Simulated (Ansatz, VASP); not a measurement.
AlN in VASP and in Ansatz

Contents of POSCAR:

```
AlN
1.0
    2.5854596279      0.0000000000      0.0000000000
    0.0000000000      2.5854596279      0.0000000000
    0.0000000000      0.0000000000      2.5854596279
Al N
1 1
Direct
    0.0000000000      0.0000000000      0.0000000000
    0.5000000000      0.5000000000      0.5000000000
```

Contents of INCAR.step1:

```
PREC     = Accurate       # precision mode
ENCUT    = 520            # plane-wave cutoff, eV
ISMEAR   = -1             # smearing method
SIGMA    = 0.02           # smearing width, eV
LREAL    = False          # projectors in reciprocal space
LASPH    = True           # aspherical terms in the spheres
NELM     = 100            # most SCF steps
NBANDS   = 11             # bands
GGA      = PE             # functional
ALGO     = Normal         # electronic algorithm
EDIFF    = 1E-4           # SCF threshold, eV
LWAVE    = True           # write WAVECAR
LCHARG   = False          # write CHGCAR
```

File INCAR.step2:

```
PREC     = Accurate       # precision mode
ENCUT    = 520            # plane-wave cutoff, eV
EDIFF    = 1E-6           # SCF threshold, eV
ISMEAR   = -1             # smearing method
SIGMA    = 0.02           # smearing width, eV
LREAL    = False          # projectors in reciprocal space
LASPH    = True           # aspherical terms in the spheres
NELM     = 100            # most SCF steps
ALGO     = Normal         # electronic algorithm
ISIF     = 2              # what is computed and relaxed
LWAVE    = False          # write WAVECAR
LCHARG   = False          # write CHGCAR
METAGGA  = R2SCAN         # meta-GGA
LMIXTAU  = True         
NBANDS   = 11             # bands
ISTART   = 1
```

File KPOINTS:

```
Automatic mesh
0
Gamma
  6 6 6
```

Input for Ansatz:

```yaml
crystal:
  lattice:
    - [2.5854596279, 0.0, 0.0]
    - [0.0, 2.5854596279, 0.0]
    - [0.0, 0.0, 2.5854596279]
  atoms:
    - { symbol: Al, position: [0.0, 0.0, 0.0] }
    - { symbol: "N", position: [0.5, 0.5, 0.5] }
kpoints:
  mp_grid: { grid: [6, 6, 6] }
hamiltonian:
  xc: r2scan
scf:
  occupations: { method: fermi_dirac, width: 0.02 }
  n_extra_bands: 4
  eigensolver: { kind: dense }
output:
  forces: true
  stress: true
  eigenvalues: true
```

Alike in both runs: task single point; functional r2SCAN; k mesh 6 × 6 × 6; occupations fermi-dirac, width 0.02 eV; no spin polarisation.

|  | VASP | Ansatz |
| --- | --- | --- |
| version | VASP 6.6.1 | Ansatz 0.2.0 |
| potentials or method | VASP PAW PBE potentials, release 64 (Al, N) | plane waves |
| plane-wave cutoff (eV) | 520 | 500 |
| valence electrons in the cell | 8 | 8 |

|  | VASP | Ansatz | Ansatz less VASP |
| --- | --- | --- | --- |
| pressure (GPa) | -1.1 | -0.4 | +0.70 |

VASP's potentials were made for PBE, not for r2SCAN. With one functional, cell and mesh, what is left measures potentials, basis and numerics.

The k mesh is coarse, so the values compare programs but aren't converged.
